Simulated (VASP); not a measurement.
The system is CoO.

```
CELL_PARAMETERS angstrom
1.50547 0.86918 2.43993
-1.50547 0.86918 2.43993
0.00000 -1.73837 2.43993
ATOMIC_POSITIONS crystal
Co 0.00000 0.00000 0.00000
O 0.50000 0.50000 0.50000
```

Base run:

- Program: VASP 6.6.1
- Functional: PBEsol
- Potentials or basis: VASP PAW PBE potentials, release 64 (Co, O)
- Cutoff: 520 eV
- k mesh: 11 × 11 × 11
- Occupations: fermi-dirac, width 0.05 eV
- Spin: collinear spin, ferromagnetic start
- Starting moments: [2.0, 0.0] μB

Its results: pressure -10.0 GPa; net moment 2.91 μB per cell; site moments Co +2.55; O +0.31 μB.

Task: The run is repeated on the same cell with these changes: functional from PBEsol to r2SCAN. What comes out?

Result: Pressure -3.9 GPa; net moment 3.00 μB per cell; site moments Co +2.69; O +0.29 μB.

Caveats: the cell stands under tension; the PAW data sets were made with another functional, which shifts forces and pressure a little; a cell with one magnetic atom can't hold antiferromagnetic order, which such compounds often take.
